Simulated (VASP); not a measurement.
Set up this calculation in VASP 6.6.1, as the native input.

```
Task                   : single point
Functional             : PBE
Potentials or basis    : VASP PAW PBE potentials, release 64 (Y_sv, Sr_sv)
Cutoff                 : 520 eV
k mesh                 : 1 × 1 × 1, shifted
Occupations            : fermi-dirac, width 0.206 eV
Spin                   : no spin polarisation
Dipole correction      : no
Further INCAR settings : LREAL = Auto; ALGO = Normal; EDIFF = 1e-07; NBANDS = 124; ISYM = 0
```

The structure of SrY4 lies in POSCAR:

```
SrY4
1.0
    8.8840720000      0.1002130000     -0.0465070000
    0.1002130000      9.6010150000      0.2621380000
   -0.0465070000      0.2621380000      8.8911790000
Y Sr
16 4
Direct
   -0.0063695718      0.9604851326      0.1687780798
    0.6000659156      0.5459026227      0.9236101808
    0.9090453377      0.3503063053      0.6981847264
    0.7515374039      0.1612654502      0.9673232254
    0.9681827858      0.7520755821      0.4846437900
    0.7584827237      0.1098911699      0.4285086494
    0.7209436994      0.8819478946      0.7707738053
    0.9800295040      0.6691966933      0.9658951135
    0.4439595431      0.2846453635      0.1749997228
    0.2960742174      0.5661611727      0.1834858084
    0.2056931289      0.2705913139      0.3925932550
    0.7364153338      0.7994544705      0.2004983897
    0.0976812092      0.2153410943      0.0223164753
    0.0561806505      0.0365298070      0.6957813967
    0.5576028611      0.6422359704      0.4891383902
    0.7632162891      0.4448452272      0.2426245228
    0.3411176007      0.8846929682      0.4470093011
    0.2221637266      0.5598913631      0.7165574291
    0.4608217694      0.2440390057      0.6876741027
    0.4110505017      0.9630445991      0.0375823207
```

The input as run:

INCAR

```
ALGO = Normal ; EDIFF = 1E-7
ENCUT = 520 ; GGA = PE
ISIF = 2 ; ISMEAR = -1
ISYM = 0 ; LASPH = True
LCHARG = False ; LREAL = Auto
LWAVE = False ; NBANDS = 124
NELM = 80 ; PREC = Accurate
SIGMA = 0.206
```

KPOINTS

```
Automatic mesh
0
Gamma
  1 1 1
  0.25 0.25 0.25
```

Potentials or basis: VASP PAW PBE potentials, release 64 (Y_sv, Sr_sv).

The run is started by

```bash
$ cat potpaw_PBE.64/Y_sv/POTCAR potpaw_PBE.64/Sr_sv/POTCAR > POTCAR
$ mpirun -np 1 vasp_std > vasp.out
```

It gave:

```json
{
  "Pressure": "0.5 GPa",
  "Largest force": "2.370 eV/Å",
  "Band gap on the k mesh": "0.14 eV"
}
```

Caveat: the k points lie up to 0.71 Å⁻¹ apart.

Run time: 8.1 min on 1 thread of Intel(R) Xeon(R) 6975P-C (Granite Rapids), with other jobs on the host, peak memory 0.73 GiB.
